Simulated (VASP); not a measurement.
Crystal: Co.

```
CELL_PARAMETERS angstrom
2.49227 0.00000 0.00000
-1.24614 2.15837 0.00000
0.00000 0.00000 4.03368
ATOMIC_POSITIONS crystal
Co 0.33333 0.66667 0.25000
Co 0.66667 0.33333 0.75000
```

```yaml
Program: VASP 6.6.1
Task: relaxation of cell and atoms
Functional: PBE
Dispersion: D3(BJ)
Potentials_or_basis: VASP PAW PBE potentials, release 64 (Co)
Cutoff: 600 eV
k_mesh: 18 × 18 × 10
Occupations: gaussian, width 0.1 eV
Spin: collinear spin, ferromagnetic start
Starting_moments: "[1.84, 1.84] μB"
```

At the start: pressure -7.1 GPa; volume 10.85 Å³/atom.

**Question.** Where does the relaxation end?

**Answer.** Over 9 steps the energy falls by 8.1 meV/atom and the volume is 10.50 Å³/atom (-3.2 %); space group P6_3/mmc (No. 194, to 0.05 Å); moment 3.16 μB per cell.

Step by step:
```
step  energy change (eV)  largest force (eV/Å)  pressure (GPa)  volume (Å³)
   1              0.0000                0.0000           -7.15        21.70
   2              0.0066                0.0000            9.79        20.21
   3             -0.0162                0.0000           -0.13        21.00
   4             -0.0162                0.0000            0.20        20.98
   5             -0.0162                0.0000           -0.11        21.02
   6             -0.0162                0.0000           -0.19        21.01
   7             -0.0162                0.0000            0.01        21.00
   8             -0.0162                0.0000           -0.07        21.00
   9             -0.0162                0.0000           -0.05        21.00
```

Final structure:
```
Co
1.0
     2.46635    0.00000    0.00000
    -1.23317    2.13592    0.00000
     0.00000    0.00000    3.98605
Co
2
Direct
  0.33333 0.66667 0.25000
  0.66667 0.33333 0.75000
```

Caveat: pairwise dispersion overbinds metals, which lowers pressure and volume.
